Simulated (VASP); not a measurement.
H16SO10, 27 atoms in the cell. The cell holds an amorphous packing of atoms, 27 atoms: a = 6.310 Å, b = 6.310 Å, c = 6.310 Å, α = 90.00°, β = 90.00°, γ = 90.00°. 

```yaml
Program: VASP 6.6.1
Task: single point
Functional: PBE
Dispersion: D3(BJ)
Potentials_or_basis: VASP PAW PBE potentials, release 64 (O, H, S)
Cutoff: 520 eV
k_mesh: 1 × 1 × 1
Occupations: fermi-dirac, width 0.05 eV
Spin: no spin polarisation
Dipole_correction: no
Further_INCAR_settings: LREAL = Auto; ALGO = Normal; EDIFF = 1e-06; NBANDS = 60
```

Potentials or basis: VASP PAW PBE potentials, release 64 (O, H, S).

Run with:

```bash
$ cat potpaw_PBE.64/O/POTCAR potpaw_PBE.64/H/POTCAR potpaw_PBE.64/S/POTCAR > POTCAR
$ mpirun -np 1 vasp_gam > vasp.out
```

Hardware: 1 thread of Intel(R) Xeon(R) Platinum 8488C (Sapphire Rapids) (shared host).

Q: How long does it take, and how much memory?

A: It took 20 s on 1 thread of Intel(R) Xeon(R) Platinum 8488C (Sapphire Rapids), with other jobs on the host, peak memory 0.3 GiB. Counts: scf iterations 16, k points 1.
